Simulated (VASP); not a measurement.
# Pd (Fm-3m) in VASP: a series of runs, part 2 of 3

VASP 6.6.1.

## 3. Single point, PBE+D3(BJ), collinear spin, ferromagnetic start (volume scaled by 1.02)

Contents of INCAR:

```
SYSTEM = Pd
PREC = Accurate ; ENCUT = 500
EDIFF = 1E-6 ; ISMEAR = -1
SIGMA = 0.05 ; LREAL = .False.
LASPH = .True. ; NELM = 200
ALGO = Normal ; ISIF = 2
LWAVE = .False. ; LCHARG = .False.
ISPIN = 2 ; MAGMOM = 1
LORBIT = 11 ; NUPDOWN = 1.0
LMAXMIX = 4 ; GGA = PE
IVDW = 12 ; NBANDS = 15
GGA_COMPAT = .False.
```

Contents of KPOINTS:

```
regular mesh
0
Gamma
  12 12 12
  0 0 0
```

Contents of POSCAR:

```
Pd
1.0
    0.0000000000      1.9593911042      1.9593911042
    1.9593911042      0.0000000000      1.9593911042
    1.9593911042      1.9593911042      0.0000000000
Pd
1
Direct
    0.0000000000      0.0000000000      0.0000000000
```

Potentials or basis: VASP PAW PBE potentials, release 64 (Pd).

Run with:

```
cat potpaw_PBE.64/Pd/POTCAR > POTCAR
mpirun -np 1 vasp_std > vasp.out
```

OUTCAR:

```text
SYSTEM = Pd
   PREC = Accurate
   ENCUT = 500
   EDIFF = 1E-6
   ISMEAR = -1
   LREAL = .False.
   LASPH = .True.
   NELM = 200
   ISIF = 2
   ISPIN = 2
   LORBIT = 11
   NUPDOWN = 1.0
   GGA = PE
   IVDW = 12
 IVDW          = 12

 ion  position               nearest neighbor table
   1  0.000  0.000  0.000-

  LATTYP: Found a face centered cubic cell.
 ALAT       =     3.9187822084

  Lattice vectors:

 A1 = (   0.0000000000,   1.9593911042,   1.9593911042)
 A2 = (   1.9593911042,   0.0000000000,   1.9593911042)
 A3 = (   1.9593911042,   1.9593911042,   0.0000000000)

Analysis of symmetry for initial positions (statically):
[... 25 lines left out ...]
The dynamic configuration has the point symmetry O_h .

Analysis of structural, dynamic, and magnetic symmetry:
=====================================================================
 Subroutine PRICEL returns:
[... 7 lines left out ...]
 out of a pool of 48 trial point group operations.

The overall configuration has the point symmetry O_h .

 Subroutine INISYM returns: Found 48 space group operations
[... 5 lines left out ...]
                                     Primitive cell

  volume of cell :      15.0450

  direct lattice vectors                    reciprocal lattice vectors
     0.000000000  1.959391104  1.959391104    -0.255181316  0.255181316  0.255181316
     1.959391104  0.000000000  1.959391104     0.255181316 -0.255181316  0.255181316
     1.959391104  1.959391104  0.000000000     0.255181316  0.255181316 -0.255181316

  length of vectors
     2.770997474  2.770997474  2.770997474     0.441987004  0.441987004  0.441987004

  position of ions in fractional coordinates (direct lattice)
     0.000000000  0.000000000  0.000000000

  ion indices of the primitive-cell ions
   primitive index   ion index
                 1           1

----------------------------------------------------------------------------------------

 KPOINTS: regular mesh

Automatic generation of k-mesh.
 Grid dimensions read from file:
 generate k-points for:   12   12   12

 Generating k-lattice:

  Cartesian coordinates                     Fractional coordinates (reciprocal lattice)
    -0.021265110  0.021265110  0.021265110     0.083333333  0.000000000  0.000000000
     0.021265110 -0.021265110  0.021265110     0.000000000  0.083333333  0.000000000
     0.021265110  0.021265110 -0.021265110     0.000000000  0.000000000  0.083333333

  Length of vectors
     0.036832250  0.036832250  0.036832250

  Shift w.r.t. Gamma in fractional coordinates (k-lattice)
     0.000000000  0.000000000  0.000000000

 Subroutine IBZKPT returns following result:
 ===========================================

 Found     72 irreducible k-points:

 Following reciprocal coordinates:
            Coordinates               Weight
  0.000000  0.000000  0.000000      1.000000
  0.083333  0.000000  0.000000      8.000000
  0.166667  0.000000  0.000000      8.000000
  0.250000  0.000000  0.000000      8.000000
  0.333333  0.000000  0.000000      8.000000
  0.416667  0.000000  0.000000      8.000000
[... 16 lines left out ...]
  0.500000  0.166667  0.000000     24.000000
 -0.416667  0.166667  0.000000     24.000000
 [... further k-points ...]
   k-points           NKPTS =     72   k-points in BZ     NKDIM =     72   number of bands    NBANDS=     15
   number of dos      NEDOS =    301   number of ions     NIONS =      1
   total plane-waves  NPLWV =   8000
   dimension x,y,z NGX =    20 NGY =   20 NGZ =   20
   dimension x,y,z NGXF=    40 NGYF=   40 NGZF=   40
   ions per type =               1
[... 20 lines left out ...]
   POTIM  = 0.5000    time-step for ionic-motion
   TEBEG  =    0.0;   TEEND  =   0.0 temperature during run
   PSTRESS=    0.0 pullay stress
   NELECT =      10.0000    total number of electrons
   NUPDOWN=       1.0000    fix difference up-down
   EMIN   =  10.00;   EMAX   =-10.00  energy-range for DOS
   EFERMI =   0.00;   METHOD = LEGACY
   ISMEAR =    -1;   SIGMA  =   0.05  broadening in eV -4-tet -1-fermi 0-gaus
   EFERMI_NEDOS =   21; number of points for ismear=-14 and -15
   IALGO  =     38    algorithm
   IMIX   =      4    mixing-type and parameters
     AMIX     =   0.40;   BMIX     =  1.00
     AMIX_MAG =   1.60;   BMIX_MAG =  1.00
  volume/ion in A,a.u.               =      15.05       101.53
  Fermi-wavevector in a.u.,A,eV,Ry     =   1.428709  2.699868 27.772330  2.041209
  Thomas-Fermi vector in A             =   2.548741
   LORBIT       =     11    0 simple, 1 ext, 2 COOP (PROOUT), +10 PAW based schemes
   GGA     = PE    functional components
   LHFCALC =     F    Hartree Fock is set to
   AEXX    =    0.0000 exact exchange contribution
   IVDW    =    12    specifies the selected vdW correction
   LEPSILON=     F    determine dielectric tensor
   LRPA    =     F    only Hartree local field effects (RPA)
 spin polarized calculation
  energy-cutoff  :      500.00
  volume of cell :       15.05
 maximum number of plane-waves:       392
   NGX = 11   NGY = 11   NGZ = 11

 number of electron      10.0000000 magnetization       1.0000000

 number of electron       9.9999995 magnetization       0.9999999

 Free energy of the ion-electron system (eV)
  ---------------------------------------------------
  ext. energy  EPLUGINS =         0.00000000
  ---------------------------------------------------
  free energy    TOTEN  =        -4.85905325 eV

  energy without entropy =       -4.85086866  energy(sigma->0) =       -4.85496096

 E-fermi :   9.2305     XC(G=0): -13.0971

 val. band max:       11.3950460132   @ k =  -0.2500   0.2500   0.0833
 cond. band min:       9.2397497043   @ k =   0.3333   0.1667   0.0000
 fundamental gap:     -2.1552963090
 Fermi energy:        11.5840069004

 spin component 1

 k-point     1 :       0.0000    0.0000    0.0000
  band No.  band energies     occupation
      1       2.3163      1.00000
      2       6.2034      1.00000
      3       6.2034      1.00000
      4       6.2034      1.00000
      5       7.7761      1.00000
      6       7.7761      1.00000
      7      26.5050      0.00000
      8      31.1613      0.00000
      9      31.1613      0.00000
     10      31.1613      0.00000
     11      34.6805      0.00000
     12      36.4406      0.00000
     13      39.4174      0.00000
     14      39.4174      0.00000
[... 403 lines left out ...]
      4       7.1741      1.00000
      5       8.6654      1.00000
      6      12.7450      0.00000
      7      16.5705      0.00000
      8      24.9403      0.00000
      9      28.0209      0.00000
     10      28.9270      0.00000
     11      34.7329      0.00000
     12      36.9100      0.00000
     13      37.3259      0.00000
     14      42.6995      0.00000
     15      42.7487      0.00000

 [... further k-points ...]

 spin component 2

 k-point     1 :       0.0000    0.0000    0.0000
  band No.  band energies     occupation
      1       2.6066      1.00000
      2       6.8952      1.00000
      3       6.8952      1.00000
      4       6.8952      1.00000
      5       8.3938      1.00000
      6       8.3938      1.00000
      7      26.7724      0.00000
      8      31.4436      0.00000
      9      31.4436      0.00000
     10      31.4436      0.00000
     11      35.7742      0.00000
     12      36.7806      0.00000
     13      39.7690      0.00000
     14      39.7690      0.00000
[... 403 lines left out ...]
      4       7.7597      1.00000
      5       9.3824      0.04573
      6      13.1762      0.00000
      7      17.0585      0.00000
      8      25.2882      0.00000
      9      28.3384      0.00000
     10      29.2649      0.00000
     11      35.8625      0.00000
     12      37.2228      0.00000
     13      37.6552      0.00000
     14      43.1457      0.00000
     15      43.5145      0.00000

 [... further k-points ...]

------------------------ aborting loop because EDIFF is reached ----------------------------------------

 Edisp (eV)   -0.65446

 E8    (eV) :    -0.2892

  FORCE on cell =-STRESS in cart. coord.  units (eV):
  Direction    XX          YY          ZZ          XY          YZ          ZX
  --------------------------------------------------------------------------------------
  -------------------------------------------------------------------------------------
  Total      -0.03991    -0.03991    -0.03991     0.00000     0.00000     0.00000
  in kB      -4.25021    -4.25021    -4.25021     0.00000     0.00000     0.00000
  external pressure =       -4.25 kB  Pullay stress =        0.00 kB

 VOLUME and BASIS-vectors are now :
 -----------------------------------------------------------------------------
  energy-cutoff  :      500.00
  volume of cell :       15.05
      direct lattice vectors                 reciprocal lattice vectors
     0.000000000  1.959391104  1.959391104    -0.255181316  0.255181316  0.255181316
     1.959391104  0.000000000  1.959391104     0.255181316 -0.255181316  0.255181316
     1.959391104  1.959391104  0.000000000     0.255181316  0.255181316 -0.255181316

 POSITION                                       TOTAL-FORCE (eV/Angst)
 -----------------------------------------------------------------------------------
      0.00000      0.00000      0.00000        -0.000000     -0.000000     -0.000000
 -----------------------------------------------------------------------------------
    total drift:                               -0.000000     -0.000000     -0.000000

  FREE ENERGIE OF THE ION-ELECTRON SYSTEM (eV)
  ---------------------------------------------------
  free  energy   TOTEN  =        -5.5135115598 eV

  energy  without entropy=       -5.5053269700  energy(sigma->0) =       -5.50941926

 total charge

# of ion       s       p       d       tot
------------------------------------------
    1        0.510   0.512   8.352   9.375

 magnetization (x)

# of ion       s       p       d       tot
------------------------------------------
    1        0.038   0.067   0.861   0.966
```

OSZICAR:

```text
N       E                     dE             d eps       ncg     rms          rms(c)
DAV:   1     0.468501052205E+02    0.46850E+02   -0.44550E+03  4344   0.569E+02
DAV:   2    -0.442240413829E+01   -0.51273E+02   -0.48556E+02  5580   0.158E+02
DAV:   3    -0.521144623009E+01   -0.78904E+00   -0.78779E+00  5524   0.197E+01
DAV:   4    -0.521378213817E+01   -0.23359E-02   -0.23357E-02  5316   0.113E+00
DAV:   5    -0.521379793774E+01   -0.15800E-04   -0.15799E-04  5519   0.834E-02    0.849E+00
DAV:   6    -0.488116061980E+01    0.33264E+00   -0.11024E+00  6133   0.714E+00    0.421E+00
DAV:   7    -0.486387834676E+01    0.17282E-01   -0.39010E-02  6064   0.119E+00    0.234E+00
DAV:   8    -0.486006383585E+01    0.38145E-02   -0.88948E-04  5595   0.208E-01    0.121E+00
DAV:   9    -0.485904202111E+01    0.10218E-02   -0.30070E-04  5839   0.119E-01    0.510E-02
DAV:  10    -0.485904938776E+01   -0.73667E-05   -0.57233E-05  5369   0.486E-02    0.141E-02
DAV:  11    -0.485905208223E+01   -0.26945E-05   -0.32925E-06  5580   0.112E-02    0.806E-03
DAV:  12    -0.485905322720E+01   -0.11450E-05   -0.52303E-07  4997   0.568E-03    0.194E-03
DAV:  13    -0.485905325440E+01   -0.27204E-07   -0.45030E-08  3483   0.142E-03
   1 F= -.55135116E+01 E0= -.55094193E+01  d E =-.818459E-02  mag=     1.0000
```

stdout:

```text
POSCAR found type information on POSCAR Pd
 POSCAR found :  1 types and       1 ions
 scaLAPACK will be used
 LDA part: xc-table for (Slater+PW92), standard interpolation
 POSCAR, INCAR and KPOINTS ok, starting setup
 FFT: planning ... GRIDC
 FFT: planning ... GRID_SOFT
 FFT: planning ... GRID
 WAVECAR not read
 entering main loop
```

Run time: 24 s. Hardware: 1 thread of AMD EPYC 7R13 (Zen 3), shared host; peak memory 0.12 GiB.

Results:

- Free energy: -5.5135 eV
- Pressure: -0.4 GPa
- Net moment: 1.00 μB per cell
- Site moments: Pd +0.97 μB
- Valence electrons inside the program's atomic spheres: Pd 9.38
- Dispersion energy per atom: -0.654 eV

Caveat: three body term missing; the total moment is fixed, so each spin has its own Fermi level.

(Continued in part 3 of 3.)
